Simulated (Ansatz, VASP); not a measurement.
**NaH: VASP beside Ansatz**

Contents of POSCAR:

```
NaH
1.0
    0.0000000000      2.3975122800      2.3975122800
    2.3975122800      0.0000000000      2.3975122800
    2.3975122800      2.3975122800      0.0000000000
Na H
1 1
Direct
    0.0000000000      0.0000000000      0.0000000000
    0.5000000000      0.5000000000      0.5000000000
```

INCAR.step1

```
ALGO     = Normal         # electronic algorithm
EDIFF    = 1E-5           # SCF threshold, eV
ENCUT    = 520            # plane-wave cutoff, eV
GGA      = PE             # functional
ISIF     = 2              # what is computed and relaxed
ISMEAR   = 0              # smearing method
LASPH    = True           # aspherical terms in the spheres
LCHARG   = False          # write CHGCAR
LREAL    = False          # projectors in reciprocal space
LWAVE    = True           # write WAVECAR
NBANDS   = 11             # bands
NELM     = 60             # most SCF steps
PREC     = Accurate       # precision mode
SIGMA    = 0.01           # smearing width, eV
```

The input INCAR.step2:

```
ALGO     = Normal         # electronic algorithm
EDIFF    = 1E-7           # SCF threshold, eV
ENCUT    = 520            # plane-wave cutoff, eV
GGA      = PE             # functional
HFSCREEN = 0.2079         # screening, 1/A
ISIF     = 2              # what is computed and relaxed
ISMEAR   = 0              # smearing method
ISTART   = 1            
LASPH    = True           # aspherical terms in the spheres
LCHARG   = False          # write CHGCAR
LHFCALC  = True           # exact exchange
LREAL    = False          # projectors in reciprocal space
LWAVE    = False          # write WAVECAR
NBANDS   = 11             # bands
NELM     = 60             # most SCF steps
PREC     = Accurate       # precision mode
PRECFOCK = Normal       
SIGMA    = 0.01           # smearing width, eV
```

The input KPOINTS:

```
k-points
0
Gamma
  6 6 6
```

Input for Ansatz:

```yaml
crystal:
  lattice:
    - [0.0, 2.39751228, 2.39751228]
    - [2.39751228, 0.0, 2.39751228]
    - [2.39751228, 2.39751228, 0.0]
  atoms:
    - { symbol: Na, position: [0.0, 0.0, 0.0] }
    - { symbol: H, position: [0.5, 0.5, 0.5] }
kpoints:
  mp_grid: { grid: [6, 6, 6] }
  band_path:
    path:
      - [0.0, 0.0, 0.0]
      - [0.5, 0.0, 0.5]
      - [0.625, 0.25, 0.625]
      - [0.375, 0.375, 0.75]
      - [0.5, 0.5, 0.5]
      - [0.5, 0.25, 0.75]
      - [0.25, -0.5, -0.25]
      - [0.0, 0.0, 0.5]
    npoints: 1
hamiltonian:
  xc: hse06
scf:
  occupations: { method: fixed }
  n_extra_bands: 4
output:
  forces: true
  stress: true
  eigenvalues: true
```

Alike in both runs: task single point; functional HSE06; k mesh 6 × 6 × 6; no spin polarisation.

|  | VASP | Ansatz |
| --- | --- | --- |
| version | VASP 6.6.1 | Ansatz 0.2.0 |
| potentials or method | VASP PAW PBE potentials, release 64 (Na_pv, H) | plane waves, PAW |
| plane-wave cutoff (eV) | 520 | 420 |
| occupations | gaussian, width 0.01 eV | fixed |
| valence electrons in the cell | 8 | 10 |

Ansatz gave:

- gap on the k mesh at the Fermi level (eV): 4.90
- pressure (GPa): 0.2

Problem. Which values does VASP return?

Solution. gap on the k mesh at the Fermi level (eV): 4.89; pressure (GPa): 0.2.

VASP's potentials hold 8 valence electrons a cell and Ansatz's 10, so a difference there can come from the potentials and not from the codes. Ansatz's warnings: stress exchange threshold loose, stress scf threshold loose.
